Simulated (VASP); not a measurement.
Runs of VASP 6.6.1 on Mn3Cu. The structure is that of space group Pm-3m (No. 221), or close to it. The cells are those of the table. 

```csv
task,level,spin,cell,cutoff (eV),gap on the mesh (eV),pressure (GPa)
relaxation of cell and atoms,PBEsol,off,"relaxed from a = 3.482 Å, 4 atoms",600,none,0.1
single point,PBEsol,off,"a = 3.479 Å, 4 atoms",520,none,0.2
single point,PBEsol,"collinear, ferromagnetic start","a = 3.482 Å, 4 atoms",520,none,0.4
single point,r2SCAN,off,"a = 3.482 Å, 4 atoms",520,none,(a)
```

Alike in all rows: potentials or basis VASP PAW PBE potentials, release 64 (Mn_pv, Cu); k mesh 12 × 12 × 12; smearing gaussian 0.1 eV.

**Question.** Fill in the values left out.

**Answer.** (a) 2.6.

Caveats: the PAW data sets were made with another functional, which shifts forces and pressure a little.

A gap of «none» marks levels without a gap at the run's occupations.
